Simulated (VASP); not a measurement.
# TiAl in VASP: notebook, part 2 of 3

VASP 6.6.1.

**3. Single point, PBE (strained)**

The input, INCAR:

```
SYSTEM = TiAl
PREC = Accurate
ENCUT = 520
EDIFF = 1E-6
ISMEAR = 0
SIGMA = 0.1
LREAL = .FALSE.
LASPH = .TRUE.
NELM = 60
ALGO = Normal
ISIF = 2
LWAVE = .FALSE.
LCHARG = .TRUE.
GGA = PE
LELF = .TRUE.
LVHAR = .TRUE.
NBANDS = 14
```

The input, KPOINTS:

```
Automatic mesh
0
G
  18 18 10
  0 0 0
```

The input, POSCAR:

```
TiAl
1.0
    2.9720893399      0.0000000000      0.0000000000
   -1.4860446699      2.5739048707      0.0000000000
    0.0000000000      0.0000000000      4.9192849595
Ti Al
1 1
Direct
    0.0000000000      0.0000000000      0.0000000000
    0.3333333333      0.6666666667      0.5000000000
```

Potentials or basis: VASP PAW PBE potentials, release 64 (Ti_sv, Al).

Command:

```sh
cat potpaw_PBE.64/Ti_sv/POTCAR potpaw_PBE.64/Al/POTCAR > POTCAR
mpirun -np 1 vasp_std > vasp.out
```

OUTCAR:

```text
SYSTEM = TiAl
   PREC = Accurate
   ENCUT = 520
   EDIFF = 1E-6
   ISMEAR = 0
   LREAL = .FALSE.
   LASPH = .TRUE.
   NELM = 60
   ISIF = 2
   GGA = PE

 ion  position               nearest neighbor table
   1  0.000  0.000  0.000-   2 3.00   2 3.00   2 3.00   2 3.00   2 3.00   2 3.00
   2  0.333  0.667  0.500-   1 3.00   1 3.00   1 3.00   1 3.00   1 3.00   1 3.00

  LATTYP: Found a hexagonal cell.
 ALAT       =     2.9720893399
 C/A-ratio  =     1.6551605275

  Lattice vectors:

 A1 = (   2.9720893399,   0.0000000000,   0.0000000000)
 A2 = (  -1.4860446699,   2.5739048707,   0.0000000000)
 A3 = (   0.0000000000,   0.0000000000,   4.9192849595)

Analysis of symmetry for initial positions (statically):
=====================================================================
 Subroutine PRICEL returns:
 Original cell was already a primitive cell.

 Routine SETGRP: Setting up the symmetry group for a
 hexagonal supercell.

 Subroutine GETGRP returns: Found 12 space group operations
 (whereof 12 operations were pure point group operations)
 out of a pool of 24 trial point group operations.

The static configuration has the point symmetry D_3h.

Analysis of symmetry for dynamics (positions and initial velocities):
=====================================================================
 Subroutine PRICEL returns:
 Original cell was already a primitive cell.

 Routine SETGRP: Setting up the symmetry group for a
 hexagonal supercell.

 Subroutine GETGRP returns: Found 12 space group operations
 (whereof 12 operations were pure point group operations)
 out of a pool of 24 trial point group operations.

The dynamic configuration has the point symmetry D_3h.

 Subroutine INISYM returns: Found 12 space group operations
 (whereof 12 operations are pure point group operations),
 and found     1 'primitive' translations

----------------------------------------------------------------------------------------

                                     Primitive cell

  volume of cell :      37.6319
[... 119 lines left out ...]
   LRPA    =     F    only Hartree local field effects (RPA)
 non-spin polarized calculation
 Gauss-broadening in eV      SIGMA  =   0.10
  energy-cutoff  :      520.00
  volume of cell :       37.63
 maximum number of plane-waves:      1050
 NGX is ok and might be reduce to    24
   NGX = 11   NGY = 11   NGZ = 19

 number of electron      15.0000000 magnetization

 Free energy of the ion-electron system (eV)
  ---------------------------------------------------
  ext. energy  EPLUGINS =         0.00000000
  ---------------------------------------------------
  free energy    TOTEN  =       -11.93345698 eV

  energy without entropy =      -11.91976474  energy(sigma->0) =      -11.92661086

 E-fermi :   6.6876     XC(G=0): -10.4271

 val. band max:        6.6834242622   @ k =   0.3333   0.3333   0.5000
 cond. band min:       6.6906292258   @ k =   0.3333   0.3333   0.4000
 fundamental gap:      0.0072049636
 Fermi energy:         6.6875900577

 k-point     1 :       0.0000    0.0000    0.0000
  band No.  band energies     occupation
      1     -50.1101      2.00000
      2     -26.4101      2.00000
      3     -26.0886      2.00000
      4     -26.0886      2.00000
      5      -1.6905      2.00000
      6       4.4578      2.00000
      7       4.8454      2.00000
      8       7.8211      0.00000
      9       7.8211      0.00000
     10       9.0984      0.00000
     11       9.0984      0.00000
     12       9.8557      0.00000
     13      18.6230      0.00000
     14      18.6230      0.00000
[... 377 lines left out ...]
      1     -50.0495      2.00000
      2     -26.4639      2.00000
      3     -26.3484      2.00000
      4     -26.2088      2.00000
      5       2.7409      2.00000
      6       4.8512      2.00000
      7       5.5180      2.00000
      8       6.0427      2.00000
      9       8.1326      0.00000
     10       9.3201      0.00000
     11      10.0719      0.00000
     12      10.8533      0.00000
     13      11.6315      0.00000
     14      12.2728      0.00000

 [... further k-points ...]

------------------------ aborting loop because EDIFF is reached ----------------------------------------

  FORCE on cell =-STRESS in cart. coord.  units (eV):
  Direction    XX          YY          ZZ          XY          YZ          ZX
  --------------------------------------------------------------------------------------
  -------------------------------------------------------------------------------------
  Total       -2.0664944     -2.0664944     -3.0183160     -0.0000000      0.0000000     -0.0000000
  in kB      -87.9809172    -87.9809172   -128.5046854     -0.0000000      0.0000000     -0.0000000
  external PRESSURE =    -101.4888399 kB  Pullay stress =       0.0000000 kB

 VOLUME and BASIS-vectors are now :
 -----------------------------------------------------------------------------
  energy-cutoff  :      520.00
  volume of cell :       37.63
      direct lattice vectors                 reciprocal lattice vectors
     2.972089340  0.000000000  0.000000000     0.336463641  0.194257374  0.000000000
    -1.486044670  2.573904871  0.000000000     0.000000000  0.388514747  0.000000000
     0.000000000  0.000000000  4.919284959     0.000000000  0.000000000  0.203281576

 POSITION                                       TOTAL-FORCE (eV/Angst)
 -----------------------------------------------------------------------------------
      0.00000      0.00000      0.00000         0.000000      0.000000      0.000000
     -0.00000      1.71594      2.45964        -0.000000     -0.000000      0.000000
 -----------------------------------------------------------------------------------
    total drift:                                0.000000     -0.000000      0.000000

  FREE ENERGIE OF THE ION-ELECTRON SYSTEM (eV)
  ---------------------------------------------------
  free  energy   TOTEN  =       -11.9334569780 eV

  energy  without entropy=      -11.9197647444  energy(sigma->0) =      -11.92661086
```

It took 41 s on 1 thread of Intel Xeon 6975P-C (Granite Rapids), shared host; peak memory 0.25 GiB.

Results:

* Free energy: -11.9335 eV
* Pressure: -10.1 GPa

Levels at points of the mesh, in eV from the Fermi level:
```
           k point  band 5  band 6  band 7  band 8  band 9  band 10
(0.00, 0.00, 0.00)   -8.38   -2.23   -1.84    1.13    1.13     2.41
(0.50, 0.00, 0.00)   -3.39   -2.74   -1.27   -0.84    1.86     3.40
(0.00, 0.00, 0.50)   -7.63   -5.00   -0.42    1.14    1.14     2.36
(0.50, 0.00, 0.50)   -3.33   -2.29   -1.62    0.38    0.86     1.71
```

Caveat: the cell differs from its parent crystal (strained).

**4. Single point, PBE (strained)**

The input, INCAR:

```
  PREC = Accurate
  ENCUT = 520
  EDIFF = 1E-7
  ISMEAR = 0
  SIGMA = 0.1
  LREAL = F
  LASPH = T
  NELM = 80
  ALGO = Fast
  ISIF = 2
  LWAVE = F
  LCHARG = T
  GGA = PE
  LELF = T
  LVHAR = T
  NBANDS = 14
```

The input, KPOINTS:

```
regular mesh
0
Gamma
  18 18 10
```

The input, POSCAR:

```
TiAl
1.0
    3.0145534936      0.0000000000      0.0000000000
   -1.5072767468      2.6106799065      0.0000000000
    0.0000000000      0.0000000000      4.8482248787
Ti Al
1 1
Direct
    0.0000000000      0.0000000000      0.0000000000
    0.3333333333      0.6666666667      0.5000000000
```

Command:

```sh
cat potpaw_PBE.64/Ti_sv/POTCAR potpaw_PBE.64/Al/POTCAR > POTCAR
mpirun -np 1 vasp_std > vasp.out
```

Wall time 1.9 min (1 thread of Intel Xeon 6975P-C (Granite Rapids), shared host); peak memory 0.25 GiB.

It converged, with:

```yaml
Free_energy: -11.9111 eV
Pressure: -10.9 GPa
```

Stress tensor (GPa, compression positive):
```
-10.43   0.00   0.00
  0.00 -10.43   0.00
  0.00   0.00 -11.74
```

Levels at points of the mesh, in eV from the Fermi level:
| k point | band 6 | band 7 | band 8 | band 9 | band 10 | band 11 |
| --- | --- | --- | --- | --- | --- | --- |
| (0.00, 0.00, 0.00) | -2.08 | -1.63 | 1.10 | 1.10 | 2.29 | 2.29 |
| (0.50, 0.00, 0.00) | -2.77 | -1.23 | -0.77 | 1.77 | 3.25 | 3.41 |
| (0.00, 0.00, 0.50) | -4.91 | -0.28 | 1.11 | 1.11 | 2.23 | 2.23 |
| (0.50, 0.00, 0.50) | -2.24 | -1.58 | 0.32 | 0.87 | 1.58 | 2.52 |

Caveat: the cell differs from its parent crystal (strained).

**5. Single point, PBE (strained)**

The input, INCAR:

```
PREC = Accurate
ENCUT = 520
EDIFF = 1E-6
ISMEAR = 0
SIGMA = 0.1
LREAL = F
LASPH = T
NELM = 80
ALGO = Fast
ISIF = 2
LWAVE = F
LCHARG = F
GGA = PE
NBANDS = 14
```

The input, KPOINTS:

```
Automatic mesh
0
Gamma
  18 18 10
```

The input, POSCAR:

```
TiAl
1.0
    2.9744404949      0.0000000000      0.0000000000
   -1.4872202474      2.5759410307      0.0000000000
    0.0000000000      0.0000000000      4.9932922325
Ti Al
1 1
Direct
    0.0000000000      0.0000000000      0.0000000000
    0.3333333333      0.6666666667      0.5000000000
```

Command:

```sh
cat potpaw_PBE.64/Ti_sv/POTCAR potpaw_PBE.64/Al/POTCAR > POTCAR
mpirun -np 1 vasp_std > vasp.out
```

Wall time 93 s (1 thread of Intel Xeon 6975P-C (Granite Rapids), shared host); peak memory 0.25 GiB.

It converged, with:

```yaml
Free_energy: -11.8812 eV
Pressure: -11.0 GPa
```

Stress tensor (GPa, compression positive):
```
 -9.21   0.00   0.00
  0.00  -9.21   0.00
  0.00   0.00 -14.63
```

Levels at points of the mesh, in eV from the Fermi level:
| k point | band 3 | band 4 | band 5 | band 6 | band 7 | band 8 | band 9 | band 10 | band 11 | band 12 |
| --- | --- | --- | --- | --- | --- | --- | --- | --- | --- | --- |
| (0.00, 0.00, 0.00) | -32.81 | -32.81 | -8.33 | -2.28 | -1.92 | 1.12 | 1.12 | 2.39 | 2.39 | 2.96 |
| (0.50, 0.00, 0.00) | -33.07 | -32.90 | -3.34 | -2.70 | -1.25 | -0.85 | 1.86 | 3.30 | 3.37 | 3.70 |
| (0.00, 0.00, 0.50) | -32.81 | -32.81 | -7.63 | -4.98 | -0.48 | 1.13 | 1.13 | 2.35 | 2.35 | 5.83 |
| (0.50, 0.00, 0.50) | -33.07 | -32.90 | -3.27 | -2.29 | -1.60 | 0.39 | 0.83 | 1.72 | 2.23 | 3.37 |

Caveat: the cell differs from its parent crystal (strained).

[end of part 2 of 3]
